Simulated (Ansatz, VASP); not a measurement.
## MoS2 in VASP and in Ansatz

The input INCAR:

```
SYSTEM = MoS2
  ALGO = Normal
  EDIFF = 1E-6
  ENCUT = 500
  GGA = PE
  GGA_COMPAT = .FALSE.
  ISIF = 2
  ISMEAR = 0
  IVDW = 12
  LASPH = .TRUE.
  LCHARG = .FALSE.
  LREAL = .FALSE.
  LWAVE = .FALSE.
  NBANDS = 20
  NELM = 120
  PREC = Accurate
  SIGMA = 0.05
```

File KPOINTS:

```
k-points
0
G
  12 12 6
  0 0 0
```

The input POSCAR:

```
MoS2
1.0
    2.9822947721      0.0000000000      0.0000000000
   -1.4911473861      2.5827430342      0.0000000000
    0.0000000000      0.0000000000      6.8175258490
Mo S
1 2
Direct
    0.0000000000      0.0000000000      0.0000000000
    0.3333333333      0.6666666667      0.2357940733
    0.3333333333      0.6666666667      0.7642059267
```

Input for Ansatz:

```yaml
crystal:
  lattice:
    - [2.9822947721, 0.0, 0.0]
    - [-1.4911473861, 2.5827430342, 0.0]
    - [0.0, 0.0, 6.817525849]
  atoms:
    - { symbol: Mo, position: [0.0, 0.0, 0.0] }
    - { symbol: S, position: [0.3333333333, 0.6666666667, 0.2357940733] }
    - { symbol: S, position: [0.3333333333, 0.6666666667, 0.7642059267] }
basis:
  ecutwfc: 420
kpoints:
  mp_grid: { grid: [12, 12, 6] }
hamiltonian:
  xc: pbe
  dispersion: d3bj
scf:
  occupations: { method: gaussian, width: 0.05 }
output:
  forces: true
  stress: true
  eigenvalues: true
```

Alike in both runs: task single point; functional PBE; dispersion D3(BJ); k mesh 12 × 12 × 6; occupations gaussian, width 0.05 eV; no spin polarisation.

|  | VASP | Ansatz |
| --- | --- | --- |
| version | VASP 6.6.1 | Ansatz 0.2.0 |
| potentials or method | VASP PAW PBE potentials, release 64 (Mo_sv, S), cutoff 500 eV | scalar-relativistic, plane waves, PAW |
| valence electrons in the cell | 26 | 26 |

```csv
,VASP,Ansatz,Ansatz less VASP
gap on the k mesh at the Fermi level (eV),1.33,1.33,+0.001
least direct gap on the mesh (eV),2.24,2.23,-0.016
pressure (GPa),13.0,13.2,+0.17
"traceless stress, the component that is largest in VASP (GPa)",-9.65,-9.56,+0.089
rms of the force components (eV/Å),0.206,0.215,+0.0086
```

Atom by atom the forces differ by 0.009 eV/Å (rms over components).
